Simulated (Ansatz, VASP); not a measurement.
**Al12HO: VASP beside Ansatz**

INCAR

```
SYSTEM = Al12HO
  PREC = Accurate
  ENCUT = 520
  EDIFF = 1E-6
  ISMEAR = 0
  SIGMA = 0.1
  LREAL = .False.
  LASPH = .True.
  NELM = 150
  ALGO = Normal
  ISIF = 2
  LWAVE = .False.
  LCHARG = .False.
  ISPIN = 2
  MAGMOM = 0 0 0 0 0 0 0 0 0 0 0 0 1 0
  LORBIT = 11
  LDIPOL = .True.
  IDIPOL = 3
  DIPOL = 0.5 0.5 0.296
  GGA = PE
  NBANDS = 38
```

KPOINTS

```
regular mesh
0
Gamma
  5 5 1
  0 0 0
```

File POSCAR:

```
Al12HO
1.0
    5.7143028096      0.0000000000      0.0000000000
    0.0000000000      5.7143028096      0.0000000000
    0.0000000000      0.0000000000     22.1750227687
Al O H
12 1 1
Direct
    0.2500000000      0.2500000000      0.1803831293
    0.2500000000      0.7500000000      0.1803831293
    0.7500000000      0.2500000000      0.1803831293
    0.7500000000      0.7500000000      0.1803831293
    0.0000000000      0.0000000000      0.2744094920
    0.0000000000      0.5000000000      0.2744094920
    0.5000000000      0.0000000000      0.2744094920
    0.5000000000      0.5000000000      0.2744094920
    0.2500000000      0.2500000000      0.3686590473
    0.2500000000      0.7500000000      0.3686590473
    0.7500000000      0.2500000000      0.3686590473
    0.7500000000      0.7500000000      0.3686590473
    0.5000000000      0.5000000000      0.4160096188
    0.6195268652      0.6195268652      0.4276812661
```

Input for Ansatz:

```yaml
crystal:
  lattice:
    - [5.7143028096, 0.0, 0.0]
    - [0.0, 5.7143028096, 0.0]
    - [0.0, 0.0, 22.1750227687]
  atoms:
    - { symbol: Al, position: [0.25, 0.25, 0.1803831293] }
    - { symbol: Al, position: [0.25, 0.75, 0.1803831293] }
    - { symbol: Al, position: [0.75, 0.25, 0.1803831293] }
    - { symbol: Al, position: [0.75, 0.75, 0.1803831293] }
    - { symbol: Al, position: [0.0, 0.0, 0.274409492] }
    - { symbol: Al, position: [0.0, 0.5, 0.274409492] }
    - { symbol: Al, position: [0.5, 0.0, 0.274409492] }
    - { symbol: Al, position: [0.5, 0.5, 0.274409492] }
    - { symbol: Al, position: [0.25, 0.25, 0.3686590473] }
    - { symbol: Al, position: [0.25, 0.75, 0.3686590473] }
    - { symbol: Al, position: [0.75, 0.25, 0.3686590473] }
    - { symbol: Al, position: [0.75, 0.75, 0.3686590473] }
    - { symbol: O, position: [0.5, 0.5, 0.4160096188], spin: 1.0 }
    - { symbol: H, position: [0.6195268652, 0.6195268652, 0.4276812661] }
basis:
  ecutwfc: 420
kpoints:
  mp_grid: { grid: [5, 5, 1] }
hamiltonian:
  xc: pbe
scf:
  occupations: { method: gaussian, width: 0.1 }
output:
  forces: true
  eigenvalues: true
  populations: true
magnetization:
  spin_polarized: true
efield:
  axis: 3
  dipole_correction: true
  ramp_width: 0.04
```

Alike in both runs: task single point; functional PBE; k mesh 5 × 5 × 1; occupations gaussian, width 0.1 eV; collinear spin.

```csv
,VASP,Ansatz
version,VASP 6.6.1,Ansatz 0.2.0
potentials or method,"VASP PAW PBE potentials, release 64 (Al, O, H), cutoff 520 eV","scalar-relativistic, plane waves, PAW"
valence electrons in the cell,43,43
```

VASP gave:

* gap on the k mesh at the Fermi level (eV): none
* rms of the force components (eV/Å): 0.648
* net moment per atom (μB): 0.00

Task: Which values does Ansatz return?

Result: gap on the k mesh at the Fermi level (eV): none; rms of the force components (eV/Å): 0.642; net moment per atom (μB): 0.00.

Atom by atom the forces differ by 0.032 eV/Å (rms over components). A gap of «none» marks a metal or a gap that the smearing closes. Ansatz's warnings: seeded moment not kept.
